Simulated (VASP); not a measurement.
# PbS in VASP: further runs, part 3 of 3

VASP 6.6.1. Earlier steps stand in the parts before.

**5. Electric field gradients, PBE (volume scaled by 0.94)**

Contents of INCAR:

```
SYSTEM = PbS
PREC = Accurate
ENCUT = 400
EDIFF = 1E-8
ISMEAR = -1
SIGMA = 0.01
LREAL = .False.
LASPH = .True.
NELM = 120
ALGO = Normal
ISIF = 2
LWAVE = .False.
LCHARG = .False.
GGA = PE
LEFG = .True.
NBANDS = 28
GGA_COMPAT = .False.
```

Contents of KPOINTS:

```
Automatic mesh
0
Gamma
  7 7 3
  0 0 0
```

Contents of POSCAR:

```
PbS
1.0
    2.8804729527     -2.8407997153      0.0000000000
    2.8804729527      2.8407997153      0.0000000000
   -1.0580019767      0.0000000000     11.4702578269
Pb S
2 2
Direct
    0.7756000000      0.7756000000      0.6363800000
    0.2244000000      0.2244000000      0.3636200000
    0.2684000000      0.2684000000      0.5986000000
    0.7316000000      0.7316000000      0.4014000000
```

Potentials or basis: VASP PAW PBE potentials, release 64 (Pb_d, S).

Started as:

```console
$ cat potpaw_PBE.64/Pb_d/POTCAR potpaw_PBE.64/S/POTCAR > POTCAR
$ mpirun -np 1 vasp_std > vasp.out
```

OUTCAR:

```text
SYSTEM = PbS
   PREC = Accurate
   ENCUT = 400
   EDIFF = 1E-8
   ISMEAR = -1
   LREAL = .False.
   LASPH = .True.
   NELM = 120
   ISIF = 2
   GGA = PE

 ion  position               nearest neighbor table
   1  0.776  0.776  0.636-   4 2.70   3 2.87   3 2.87   3 2.91   3 2.91
   2  0.224  0.224  0.364-   3 2.70   4 2.87   4 2.87   4 2.91   4 2.91
   3  0.268  0.268  0.599-   2 2.70   1 2.87   1 2.87   1 2.91   1 2.91
   4  0.732  0.732  0.401-   1 2.70   2 2.87   2 2.87   2 2.91   2 2.91

  LATTYP: Found a base centered monoclinic cell.
 ALAT       =     5.7609459054
 B/A-ratio  =     0.9862268322
 C/A-ratio  =     1.9994891546
 COS(beta)  =    -0.0918488301

  Lattice vectors:

 A1 = (   2.8804729527,  -2.8407997153,   0.0000000000)
 A2 = (   2.8804729527,   2.8407997153,   0.0000000000)
 A3 = (  -1.0580019767,   0.0000000000,  11.4702578269)

Analysis of symmetry for initial positions (statically):
=====================================================================
 Subroutine PRICEL returns:
 Original cell was already a primitive cell.

 Routine SETGRP: Setting up the symmetry group for a
 base centered monoclinic supercell.

 Subroutine GETGRP returns: Found  4 space group operations
 (whereof  4 operations were pure point group operations)
 out of a pool of  4 trial point group operations.

The static configuration has the point symmetry C_2h.

Analysis of symmetry for dynamics (positions and initial velocities):
=====================================================================
 Subroutine PRICEL returns:
 Original cell was already a primitive cell.

 Routine SETGRP: Setting up the symmetry group for a
 base centered monoclinic supercell.

 Subroutine GETGRP returns: Found  4 space group operations
 (whereof  4 operations were pure point group operations)
 out of a pool of  4 trial point group operations.

The dynamic configuration has the point symmetry C_2h.

 Subroutine INISYM returns: Found  4 space group operations
 (whereof  4 operations are pure point group operations),
 and found     1 'primitive' translations

----------------------------------------------------------------------------------------

                                     Primitive cell

  volume of cell :     187.7187

  direct lattice vectors                    reciprocal lattice vectors
     2.880472953 -2.840799715  0.000000000     0.173582605 -0.176006776  0.016011038
     2.880472953  2.840799715  0.000000000     0.173582605  0.176006776  0.016011038
    -1.058001977  0.000000000 11.470257827     0.000000000  0.000000000  0.087181998

  length of vectors
     4.045647965  4.045647965 11.518948858     0.247720931  0.247720931  0.087181998

  position of ions in fractional coordinates (direct lattice)
     0.775600000  0.775600000  0.636380000
     0.224400000  0.224400000  0.363620000
     0.268400000  0.268400000  0.598600000
     0.731600000  0.731600000  0.401400000

  ion indices of the primitive-cell ions
[... 83 lines left out ...]
   ISIF   =      2    stress and relaxation
   ISYM   =      2    0-nonsym 1-usesym 2-fastsym
   POTIM  = 0.5000    time-step for ionic-motion
   TEBEG  =    0.0;   TEEND  =   0.0 temperature during run
   PSTRESS=    0.0 pullay stress
   NELECT =      40.0000    total number of electrons
   NUPDOWN=      -1.0000    fix difference up-down
   EMIN   =  10.00;   EMAX   =-10.00  energy-range for DOS
   EFERMI =   0.00;   METHOD = LEGACY
   ISMEAR =    -1;   SIGMA  =   0.01  broadening in eV -4-tet -1-fermi 0-gaus
   EFERMI_NEDOS =   21; number of points for ismear=-14 and -15
   IALGO  =     38    algorithm
   IMIX   =      4    mixing-type and parameters
     AMIX     =   0.40;   BMIX     =  1.00
     AMIX_MAG =   1.60;   BMIX_MAG =  1.00
  volume/ion in A,a.u.               =      46.93       316.70
  Fermi-wavevector in a.u.,A,eV,Ry     =   0.977820  1.847812 13.008968  0.956132
  Thomas-Fermi vector in A             =   2.108547
   LORBIT       =      0    0 simple, 1 ext, 2 COOP (PROOUT), +10 PAW based schemes
   GGA     = PE    functional components
   LHFCALC =     F    Hartree Fock is set to
   AEXX    =    0.0000 exact exchange contribution
   IVDW    =     0    specifies the selected vdW correction
   LEPSILON=     F    determine dielectric tensor
   LRPA    =     F    only Hartree local field effects (RPA)
 non-spin polarized calculation
  energy-cutoff  :      400.00
  volume of cell :      187.72
 maximum number of plane-waves:      3455
   NGX = 13   NGY = 13   NGZ = 37

 number of electron      39.9999999 magnetization

 Free energy of the ion-electron system (eV)
  ---------------------------------------------------
  ext. energy  EPLUGINS =         0.00000000
  ---------------------------------------------------
  free energy    TOTEN  =       -17.09258094 eV

  energy without entropy =      -17.09258094  energy(sigma->0) =      -17.09258094

 E-fermi :   1.3617     XC(G=0):  -6.1132

 val. band max:        1.1080786627   @ k =   0.0000   0.0000   0.0000
 cond. band min:       2.2684939853   @ k =   0.0000   0.0000   0.3333
 fundamental gap:      1.1604153226
 Fermi energy:         1.3617428867

 k-point     1 :       0.0000    0.0000    0.0000
  band No.  band energies     occupation
      1     -15.2741      2.00000
      2     -15.1608      2.00000
      3     -15.1541      2.00000
      4     -15.1493      2.00000
      5     -15.1057      2.00000
      6     -15.1020      2.00000
[... 733 lines left out ...]
     27       6.3563      0.00000
     28       7.8262      0.00000

 [... further k-points ...]
[... 5 lines left out ...]
  --------------------------------------------------------------------------------------
  -------------------------------------------------------------------------------------
  Total        3.0728343      4.4475969      0.2956392      0.0000000      0.0000000     -0.0120504
  in kB       26.2266084     37.9601930      2.5232774      0.0000000      0.0000000     -0.1028503
  external PRESSURE =      22.2366930 kB  Pullay stress =       0.0000000 kB

 VOLUME and BASIS-vectors are now :
 -----------------------------------------------------------------------------
  energy-cutoff  :      400.00
  volume of cell :      187.72
      direct lattice vectors                 reciprocal lattice vectors
     2.880472953 -2.840799715  0.000000000     0.173582605 -0.176006776  0.016011038
     2.880472953  2.840799715  0.000000000     0.173582605  0.176006776  0.016011038
    -1.058001977  0.000000000 11.470257827     0.000000000  0.000000000  0.087181998

 POSITION                                       TOTAL-FORCE (eV/Angst)
 -----------------------------------------------------------------------------------
      3.79490      0.00000      7.29944        -0.002262      0.000000      0.057965
      0.90805      0.00000      4.17082         0.002262      0.000000     -0.057965
      0.91292      0.00000      6.86610        -0.002351      0.000000      0.072466
      3.79003      0.00000      4.60416         0.002351      0.000000     -0.072466
 -----------------------------------------------------------------------------------
    total drift:                                0.000000      0.000000      0.000000

  FREE ENERGIE OF THE ION-ELECTRON SYSTEM (eV)
  ---------------------------------------------------
  free  energy   TOTEN  =       -17.0925809405 eV

  energy  without entropy=      -17.0925809405  energy(sigma->0) =      -17.09258094

 Electric field gradients (V/A^2)
---------------------------------------------------------------------
 ion       V_xx      V_yy      V_zz      V_xy      V_xz      V_yz
---------------------------------------------------------------------
   1     102.051    41.606  -143.658     0.000     0.493    -0.000
   2     102.051    41.606  -143.658     0.000     0.493     0.000
   3       1.268    -1.098    -0.170    -0.000     0.235     0.000
   4       1.268    -1.098    -0.170     0.000     0.235    -0.000
---------------------------------------------------------------------

 Electric field gradients after diagonalization (V/A^2)
 (convention: |V_zz| > |V_xx| > |V_yy|)
----------------------------------------------------------------------
 ion       V_xx      V_yy      V_zz     asymmetry (V_yy - V_xx)/ V_zz
----------------------------------------------------------------------
   1     102.052    41.606  -143.659       0.421
   2     102.052    41.606  -143.659       0.421
   3      -1.098    -0.208     1.305       0.682
   4      -1.098    -0.208     1.305       0.682
----------------------------------------------------------------------

           NMR quadrupolar parameters

 Cq : quadrupolar parameter    Cq=e*Q*V_zz/h
 eta: asymmetry parameters     (V_yy - V_xx)/ V_zz
 Q  : nuclear electric quadrupole moment in mb (millibarn)
----------------------------------------------------------------------
 ion       Cq(MHz)       eta       Q (mb)
----------------------------------------------------------------------
   1      -0.347       0.421       1.000
   2      -0.347       0.421       1.000
   3       0.003       0.682       1.000
   4       0.003       0.682       1.000
----------------------------------------------------------------------
```

It took 84 s on 1 thread of Intel Xeon 6975P-C (Granite Rapids), shared host; peak memory 0.31 GiB.

Results:

```
Free energy            : -17.0926 eV
Largest force          : 0.073 eV/Å
Band gap on the k mesh : 1.16 eV, indirect (the least direct gap lies 0.4 meV higher)
```

Forces in eV/Å, atoms in the order of the input:
```
Pb  -0.002  0.000  0.058
Pb   0.002  0.000 -0.058
S   -0.002  0.000  0.072
S    0.002  0.000 -0.072
```

Electric field gradients, principal values (V/Å²):
```csv
atom,least,middle,greatest (by size)
1 Pb,41.606,102.052,-143.659
2 Pb,41.606,102.052,-143.659
3 S,-0.208,-1.098,1.305
4 S,-0.208,-1.098,1.305
```

Caveat: without QUAD_EFG the Cq values of the log hold for a quadrupole moment of 1 mb, not for the nuclei; spin-orbit coupling is left out, which moves the levels of the heavy elements.

**6. The runs side by side**

| task | cell | cutoff (eV) | k mesh for the DOS | occupations for the DOS | gap on the mesh (eV) | largest force (eV/Å) |
| --- | --- | --- | --- | --- | --- | --- |
| electric field gradients | a = 4.130, b = 4.130, c = 11.759 Å, angles 93.7, 93.7, 89.2°, 4 atoms | 520 | - | - | 1.27 | 0.41 |
| density of states | a = 4.130, b = 4.130, c = 11.759 Å, angles 93.7, 93.7, 89.2°, 4 atoms | 520 | 11 × 11 × 5 | tetrahedron | - | - |
| electric field gradients | a = 4.046, b = 4.046, c = 11.519 Å, angles 93.7, 93.7, 89.2°, 4 atoms | 400 | - | - | 1.16 | 0.07 |

Alike in all rows: level PBE; potentials or basis VASP PAW PBE potentials, release 64 (Pb_d, S); no spin polarisation; k mesh 7 × 7 × 3; smearing fermi-dirac 0.01 eV.

Caveats: spin-orbit coupling is left out, which moves the levels of the heavy elements.

Absolute energies hang on the potentials; compare differences alone.
